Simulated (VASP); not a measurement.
# S (P-1) in VASP: single point with PBE

Aim: the single point of S with PBE.

Program: VASP 6.6.1. These are calculated values, not measurements. Logs are shortened: lines on timing, memory, paths and dates and some standing lists are left out, and cuts for length are marked.

## 1. The cell of the first run

The typed cell holds 6 atoms: a = 6.482 Å, b = 6.482 Å, c = 6.346 Å, α = 114.74°, β = 114.74°, γ = 116.83°.

## 2. Single point, PBE (uniaxial x strain +3.0%)

File INCAR:

```
  PREC = Accurate
  ENCUT = 520
  EDIFF = 1E-6
  ISMEAR = -1
  SIGMA = 0.02
  LREAL = F
  LASPH = T
  NELM = 80
  ALGO = Normal
  ISIF = 2
  LWAVE = F
  LCHARG = T
  GGA = PE
  LELF = T
  LVHAR = T
  NBANDS = 27
```

File KPOINTS:

```
Automatic mesh
0
Gamma
  6 6 6
```

File POSCAR:

```
S
1.0
    5.5215129530      3.0952975917      1.3949463270
   -5.5215129530      3.0952975917      1.3949463270
    0.0000000000     -6.1905951835      1.3949463269
S
6
Direct
    0.2572227562      0.1532480997      0.9189489561
    0.9183224634      0.2500766926      0.1485692092
    0.1404963280      0.9121810747      0.2514428555
    0.7427772438      0.8467519003      0.0810510439
    0.0816775366      0.7499233074      0.8514307908
    0.8595036720      0.0878189253      0.7485571445
```

Potentials or basis: VASP PAW PBE potentials, release 64 (S).

Started as:

```console
> cat potpaw_PBE.64/S/POTCAR > POTCAR
> mpirun -np 1 vasp_std > vasp.out
```

OUTCAR:

```text
PREC = Accurate
   ENCUT = 520
   EDIFF = 1E-6
   ISMEAR = -1
   LREAL = F
   LASPH = T
   NELM = 80
   ISIF = 2
   GGA = PE

 ion  position               nearest neighbor table
   1  0.257  0.153  0.919-   5 2.07   6 2.07
   2  0.918  0.250  0.149-   4 2.07   6 2.07
   3  0.140  0.912  0.251-   5 2.07   4 2.07
   4  0.743  0.847  0.081-   2 2.07   3 2.07
   5  0.082  0.750  0.851-   1 2.07   3 2.07
   6  0.860  0.088  0.749-   2 2.07   1 2.07

  Warning from LATTYP: Got some problem with cell dimensions!
  Tried to take original basis but could not verify dimensions!
  LATTYP: Found a base centered monoclinic cell.
 ALAT       =     6.7902113182
 B/A-ratio  =     1.6263154987
 C/A-ratio  =     0.6163046752
 COS(beta)  =    -0.4108697834

  Lattice vectors:

 A1 = (  -5.5215129530,  -3.0952975917,  -1.3949463270)
 A2 = (   5.5215129530,  -3.0952975917,  -1.3949463270)
 A3 = (   0.0000000000,  -0.0000000001,   4.1848389809)

Analysis of symmetry for initial positions (statically):
=====================================================================
 Subroutine PRICEL returns:
 Original cell was already a primitive cell.

 Routine SETGRP: Setting up the symmetry group for a
 base centered monoclinic supercell.

 Subroutine GETGRP returns: Found  2 space group operations
 (whereof  2 operations were pure point group operations)
 out of a pool of  4 trial point group operations.

The static configuration has the point symmetry S_2 .

Analysis of symmetry for dynamics (positions and initial velocities):
=====================================================================
 Subroutine PRICEL returns:
 Original cell was already a primitive cell.

 Routine SETGRP: Setting up the symmetry group for a
 base centered monoclinic supercell.

 Subroutine GETGRP returns: Found  2 space group operations
 (whereof  2 operations were pure point group operations)
 out of a pool of  4 trial point group operations.

The dynamic configuration has the point symmetry S_2 .

 Subroutine INISYM returns: Found  2 space group operations
 (whereof  2 operations are pure point group operations),
 and found     1 'primitive' translations

----------------------------------------------------------------------------------------

                                     Primitive cell

  volume of cell :     143.0439

  direct lattice vectors                    reciprocal lattice vectors
     5.521512953  3.095297592  1.394946327     0.090554890  0.053845119  0.238957820
    -5.521512953  3.095297592  1.394946327    -0.090554890  0.053845119  0.238957820
     0.000000000 -6.190595184  1.394946327     0.000000000 -0.107690238  0.238957820

  length of vectors
     6.481808986  6.481808986  6.345813106     0.261151919  0.261151919  0.262103085

  position of ions in fractional coordinates (direct lattice)
     0.257222756  0.153248100  0.918948956
     0.918322463  0.250076693  0.148569209
     0.140496328  0.912181075  0.251442856
     0.742777244  0.846751900  0.081051044
     0.081677537  0.749923307  0.851430791
     0.859503672  0.087818925  0.748557144

  ion indices of the primitive-cell ions
   primitive index   ion index
                 1           1
                 2           2
                 3           3
                 4           4
                 5           5
                 6           6

----------------------------------------------------------------------------------------

 KPOINTS: Automatic mesh

Automatic generation of k-mesh.
 Grid dimensions read from file:
 generate k-points for:    6    6    6

 Generating k-lattice:

  Cartesian coordinates                     Fractional coordinates (reciprocal lattice)
     0.015092482  0.008974186  0.039826303     0.166666667 -0.000000000  0.000000000
    -0.015092482  0.008974186  0.039826303    -0.000000000  0.166666667  0.000000000
     0.000000000 -0.017948373  0.039826303     0.000000000  0.000000000  0.166666667

  Length of vectors
     0.043525320  0.043525320  0.043683847

  Shift w.r.t. Gamma in fractional coordinates (k-lattice)
     0.000000000  0.000000000  0.000000000

 Subroutine IBZKPT returns following result:
 ===========================================

 Found    112 irreducible k-points:

 Following reciprocal coordinates:
            Coordinates               Weight
  0.000000  0.000000  0.000000      1.000000
  0.166667  0.000000  0.000000      2.000000
 -0.000000 -0.166667 -0.000000      2.000000
  0.333333 -0.000000  0.000000      2.000000
  0.000000 -0.333333 -0.000000      2.000000
  0.500000  0.000000  0.000000      1.000000
[... 16 lines left out ...]
 -0.000000 -0.166667 -0.166667      2.000000
  0.333333  0.000000  0.166667      2.000000
 [... further k-points ...]
   k-points           NKPTS =    112   k-points in BZ     NKDIM =    112   number of bands    NBANDS=     27
   number of dos      NEDOS =    301   number of ions     NIONS =      6
   total plane-waves  NPLWV = 110592
   dimension x,y,z NGX =    48 NGY =   48 NGZ =   48
   dimension x,y,z NGXF=    96 NGYF=   96 NGZF=   96
   ions per type =               6
   NGX,Y,Z   is equivalent  to a cutoff of  12.31, 12.31, 12.57 a.u.
   NGXF,Y,Z  is equivalent  to a cutoff of  24.62, 24.62, 25.15 a.u.
 SYSTEM =  unknown system
   PREC   = accura    normal or accurate (medium, high low for compatibility)
   ISTART =      0    job   : 0-new  1-cont  2-samecut
   ICHARG =      2    charge: 1-file 2-atom 10-const
   ISPIN  =      1    spin polarized calculation?
   LNONCOLLINEAR =      F non collinear calculations
   LSORBIT =      F    spin-orbit coupling
   LASPH  =      T    aspherical Exc in radial PAW
   ENCUT  =  520.0 eV  38.22 Ry    6.18 a.u.  12.05 12.05 11.80*2*pi/ulx,y,z
   NELM   =     80;   NELMIN=  2; NELMDL= -5     # of ELM steps
   EDIFF  = 0.1E-05   stopping-criterion for ELM
   LREAL  =      F    real-space projection
   EDIFFG = 0.1E-04   stopping-criterion for IOM
   NSW    =      0    number of steps for IOM
   IBRION =     -1    ionic relax: 0-MD 1-quasi-New 2-CG
   NFREE  =      0    steps in history (QN), initial steepest desc. (CG)
   ISIF   =      2    stress and relaxation
   ISYM   =      2    0-nonsym 1-usesym 2-fastsym
   POTIM  = 0.5000    time-step for ionic-motion
   TEBEG  =    0.0;   TEEND  =   0.0 temperature during run
   PSTRESS=    0.0 pullay stress
   NELECT =      36.0000    total number of electrons
   NUPDOWN=      -1.0000    fix difference up-down
   EMIN   =  10.00;   EMAX   =-10.00  energy-range for DOS
   EFERMI =   0.00;   METHOD = LEGACY
   ISMEAR =    -1;   SIGMA  =   0.02  broadening in eV -4-tet -1-fermi 0-gaus
   EFERMI_NEDOS =   21; number of points for ismear=-14 and -15
   IALGO  =     38    algorithm
   IMIX   =      4    mixing-type and parameters
     AMIX     =   0.40;   BMIX     =  1.00
     AMIX_MAG =   1.60;   BMIX_MAG =  1.00
  volume/ion in A,a.u.               =      23.84       160.88
  Fermi-wavevector in a.u.,A,eV,Ry     =   1.033600  1.953221 14.535503  1.068329
  Thomas-Fermi vector in A             =   2.167855
   LORBIT       =      0    0 simple, 1 ext, 2 COOP (PROOUT), +10 PAW based schemes
   GGA     = PE    functional components
   LHFCALC =     F    Hartree Fock is set to
   AEXX    =    0.0000 exact exchange contribution
   IVDW    =     0    specifies the selected vdW correction
   LEPSILON=     F    determine dielectric tensor
   LRPA    =     F    only Hartree local field effects (RPA)
 non-spin polarized calculation
  energy-cutoff  :      520.00
  volume of cell :      143.04
 maximum number of plane-waves:      3876
   NGX = 25   NGY = 25   NGZ = 23

 number of electron      36.0000004 magnetization

 Free energy of the ion-electron system (eV)
  ---------------------------------------------------
  ext. energy  EPLUGINS =         0.00000000
  ---------------------------------------------------
  free energy    TOTEN  =       -24.25795063 eV

  energy without entropy =      -24.25795063  energy(sigma->0) =      -24.25795063

 E-fermi :   3.2949     XC(G=0):  -8.6348

 val. band max:        2.8723552907   @ k =   0.5000   0.5000   0.5000
 cond. band min:       4.7149777806   @ k =  -0.3333   0.1667   0.3333
 fundamental gap:      1.8426224898
 Fermi energy:         3.2948912941

 k-point     1 :       0.0000    0.0000    0.0000
  band No.  band energies     occupation
      1     -13.9679      2.00000
      2     -12.0595      2.00000
      3     -12.0318      2.00000
      4      -8.9065      2.00000
      5      -8.8549      2.00000
      6      -6.0118      2.00000
[... 19 lines left out ...]
     26       9.7492      0.00000
     27       9.8595      0.00000

 k-point     2 :       0.1667    0.0000    0.0000
  band No.  band energies     occupation
      1     -13.9169      2.00000
      2     -12.0742      2.00000
      3     -12.0308      2.00000
      4      -8.8813      2.00000
      5      -8.7956      2.00000
      6      -6.0954      2.00000
[... 19 lines left out ...]
     26       9.5820      0.00000
     27       9.8504      0.00000

 k-point     3 :      -0.0000   -0.1667   -0.0000
  band No.  band energies     occupation
      1     -13.9161      2.00000
      2     -12.0758      2.00000
      3     -12.0318      2.00000
      4      -8.8700      2.00000
      5      -8.8039      2.00000
      6      -6.0951      2.00000
[... 19 lines left out ...]
     26       9.5178      0.00000
     27       9.8756      0.00000

 k-point     4 :       0.3333   -0.0000    0.0000
  band No.  band energies     occupation
      1     -13.8088      2.00000
      2     -12.1134      2.00000
      3     -12.0220      2.00000
      4      -8.8329      2.00000
      5      -8.6711      2.00000
      6      -6.2872      2.00000
[... 19 lines left out ...]
     26       9.9472      0.00000
     27      10.2396      0.00000
[... 516 lines left out ...]
      4      -8.8073      2.00000
      5      -8.7403      2.00000
      6      -6.2861      2.00000
[... 19 lines left out ...]
     26       9.8695      0.00000
     27      10.2491      0.00000

 k-point    23 :      -0.0000   -0.1667   -0.1667
  band No.  band energies     occupation
      1     -13.8266      2.00000
      2     -12.0567      2.00000
      3     -12.0354      2.00000
      4      -8.7838      2.00000
      5      -8.7569      2.00000
      6      -6.2909      2.00000
[... 19 lines left out ...]
     26       9.8255      0.00000
     27      10.2149      0.00000

 k-point    24 :       0.3333    0.0000    0.1667
  band No.  band energies     occupation
      1     -13.7488      2.00000
      2     -12.1181      2.00000
      3     -12.0394      2.00000
      4      -8.7770      2.00000
      5      -8.6459      2.00000
      6      -6.3793      2.00000
[... 19 lines left out ...]
     26      10.1377      0.00000
     27      10.8348      0.00000

 [... further k-points ...]
[... 5 lines left out ...]
  --------------------------------------------------------------------------------------
  -------------------------------------------------------------------------------------
  Total        0.8329752      1.3065600      1.6178484      0.0069416     -0.0406067     -0.0351407
  in kB        9.3298225     14.6342572     18.1208744      0.0777499     -0.4548199     -0.3935966
  external PRESSURE =      14.0283180 kB  Pullay stress =       0.0000000 kB

 VOLUME and BASIS-vectors are now :
 -----------------------------------------------------------------------------
  energy-cutoff  :      520.00
  volume of cell :      143.04
      direct lattice vectors                 reciprocal lattice vectors
     5.521512953  3.095297592  1.394946327     0.090554890  0.053845119  0.238957820
    -5.521512953  3.095297592  1.394946327    -0.090554890  0.053845119  0.238957820
     0.000000000 -6.190595184  1.394946327     0.000000000 -0.107690238  0.238957820

 POSITION                                       TOTAL-FORCE (eV/Angst)
 -----------------------------------------------------------------------------------
      0.57410     -4.41831      1.85447         0.013184      0.028996      0.025508
      3.68973      2.69681      1.83710        -0.028755      0.000181      0.027885
     -4.26087      1.70177      1.81918         0.009844     -0.031709      0.026654
     -0.57410      4.41831      2.33037        -0.013184     -0.028996     -0.025508
     -3.68973     -2.69681      2.34774         0.028755     -0.000181     -0.027885
      4.26087     -1.70177      2.36566        -0.009844      0.031709     -0.026654
 -----------------------------------------------------------------------------------
    total drift:                               -0.000000     -0.000000      0.000000

  FREE ENERGIE OF THE ION-ELECTRON SYSTEM (eV)
  ---------------------------------------------------
  free  energy   TOTEN  =       -24.2579506255 eV

  energy  without entropy=      -24.2579506255  energy(sigma->0) =      -24.25795063
```

Wall time 5.7 min (1 thread of Intel Xeon Platinum 8259CL at 2.50GHz (Skylake/Cascade Lake), shared host); peak memory 0.49 GiB.

What came out:

```yaml
Free_energy: -24.2580 eV
Pressure: 1.4 GPa
Largest_force: 0.043 eV/Å
Band_gap_on_the_k_mesh: 1.84 eV (least direct gap 1.99 eV)
```

Forces on the atoms (eV/Å):
```
S    0.013  0.029  0.026
S   -0.029  0.000  0.028
S    0.010 -0.032  0.027
S   -0.013 -0.029 -0.026
S    0.029  0.000 -0.028
S   -0.010  0.032 -0.027
```

Stress tensor (GPa, compression positive):
```
 0.93  0.01 -0.04
 0.01  1.46 -0.05
-0.04 -0.05  1.81
```

Caveat: the cell differs from its parent crystal (uniaxial x strain +3.0%); this functional lacks dispersion, which holds the molecules together, so the pressure and a relaxed volume are unreliable.
